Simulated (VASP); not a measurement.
Fe:

```
Fe
1.0
     2.34700    0.00000    0.00000
    -1.17350    2.03256    0.00000
     0.00000    0.00000    3.79700
Fe
2
Direct
  0.33333 0.66667 0.25000
  0.66667 0.33333 0.75000
```

This isn't the form of Fe at room conditions, which is bcc.

Base run:

| Property | Result |
| --- | --- |
| Program | VASP 6.6.1 |
| Functional | PBEsol |
| Potentials or basis | VASP PAW PBE potentials, release 64 (Fe) |
| Cutoff | 520 eV |
| k mesh | 16 × 16 × 9 |
| Occupations | fermi-dirac, width 0.1 eV |
| Spin | collinear spin, ferromagnetic start |
| Starting moments | [0.93, 0.93] μB |
| Fixed moment | 1.7 μB |

Its results: pressure 39.4 GPa; site moments Fe +0.83 μB.

Problem. The run is repeated on the same cell with these changes: fixed moment from 1.7 μB to 3.4 μB; moments at the start from [0.93, 0.93] to [1.84, 1.84]. What comes out?

Solution. Pressure 61.3 GPa; site moments Fe +1.66 μB.

Caveats: the cell stands under pressure; the PAW data sets were made with another functional, which shifts forces and pressure a little; the total moment is fixed, so each spin has its own Fermi level.
